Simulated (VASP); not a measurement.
Set up this calculation in VASP 6.6.1, as the native input.

* Task: relaxation of cell and atoms
* Functional: r2SCAN
* Potentials or basis: VASP PAW PBE potentials, release 64 (Zn)
* Cutoff: 550 eV
* k mesh: 20 × 20 × 10
* Occupations: fermi-dirac, width 0.1 eV
* Spin: no spin polarisation
* Target pressure: 2 GPa
* Dipole correction: no
* Further INCAR settings: ALGO = Normal; EDIFF = 1e-07; IBRION = 2; EDIFFG = -0.002; NSW = 100; ISIF = 3

Crystal: Zn.

```
Zn
1.0
     2.58629    0.00000    0.00000
    -1.29315    2.23979    0.00000
     0.00000    0.00000    5.06372
Zn
2
Direct
  0.33333 0.66667 0.25000
  0.66667 0.33333 0.75000
```

These files were run (other wordings do the same):

POSCAR

```
Zn
1.0
    2.5862917352      0.0000000000      0.0000000000
   -1.2931458676      2.2397943443      0.0000000000
    0.0000000000      0.0000000000      5.0637173418
Zn
2
Direct
    0.3333333333      0.6666666667      0.2500000000
    0.6666666667      0.3333333333      0.7500000000
```

INCAR.step1

```
SYSTEM = Zn
PREC     = Accurate       ! precision mode
ENCUT    = 550            ! plane-wave cutoff, eV
ISMEAR   = -1             ! smearing method
SIGMA    = 0.1            ! smearing width, eV
LREAL    = .False.        ! projectors in reciprocal space
LASPH    = .True.         ! aspherical terms in the spheres
NELM     = 120            ! most SCF steps
GGA      = PE             ! functional
ALGO     = Normal         ! electronic algorithm
EDIFF    = 1E-5           ! SCF threshold, eV
LWAVE    = .True.         ! write WAVECAR
LCHARG   = .False.        ! write CHGCAR
GGA_COMPAT= .False.      
IBRION   = 2              ! ionic algorithm
ISIF     = 3              ! what is computed and relaxed
EDIFFG   = -0.005         ! ionic threshold
NELMIN   = 4            
NSW      = 100            ! ionic steps
```

INCAR.step2

```
SYSTEM = Zn
PREC     = Accurate       ! precision mode
ENCUT    = 550            ! plane-wave cutoff, eV
EDIFF    = 1E-7           ! SCF threshold, eV
ISMEAR   = -1             ! smearing method
SIGMA    = 0.1            ! smearing width, eV
LREAL    = .False.        ! projectors in reciprocal space
LASPH    = .True.         ! aspherical terms in the spheres
NELM     = 120            ! most SCF steps
ALGO     = Normal         ! electronic algorithm
ISIF     = 3              ! what is computed and relaxed
LWAVE    = .False.        ! write WAVECAR
LCHARG   = .False.        ! write CHGCAR
METAGGA  = R2SCAN         ! meta-GGA
LMIXTAU  = .True.       
IBRION   = 2              ! ionic algorithm
NSW      = 100            ! ionic steps
EDIFFG   = -0.002         ! ionic threshold
PSTRESS  = 20.0         
ISTART   = 1            
GGA_COMPAT= .False.      
NELMIN   = 4
```

KPOINTS

```
Automatic mesh
0
Gamma
  20 20 10
  0 0 0
```

Potentials or basis: VASP PAW PBE potentials, release 64 (Zn).

The run is started by

```bash
$ cat potpaw_PBE.64/Zn/POTCAR > POTCAR
$ cp INCAR.step1 INCAR
$ mpirun -np 1 vasp_std > vasp.out
$ cp INCAR.step2 INCAR
$ mpirun -np 1 vasp_std > vasp.out
```

Results of the run:

The relaxed volume is 13.96 Å³/atom, the relaxed cell is a = 2.638 Å, b = 2.638 Å, c = 4.633 Å, α = 90.00°, β = 90.00°, γ = 120.00° and the space group after relaxing (to 0.1 Å) is P6_3/mmc (No. 194). The energy change on relaxing (the run minimises the enthalpy) is +0.5 meV/atom, the ionic steps are 17 and the pressure after relaxing is 2.0 GPa. The band gap on the k mesh is zero (bands 12 and 13 overlap by 4.07 eV).

Caveat: the cell is relaxed towards a set pressure, so the run minimises the enthalpy, not the energy; the PAW data sets were made with another functional, which shifts forces and pressure a little.

Wall time 2 h on 1 thread of Intel Xeon 8259CL, on a shared host, peak memory 0.27 GiB.
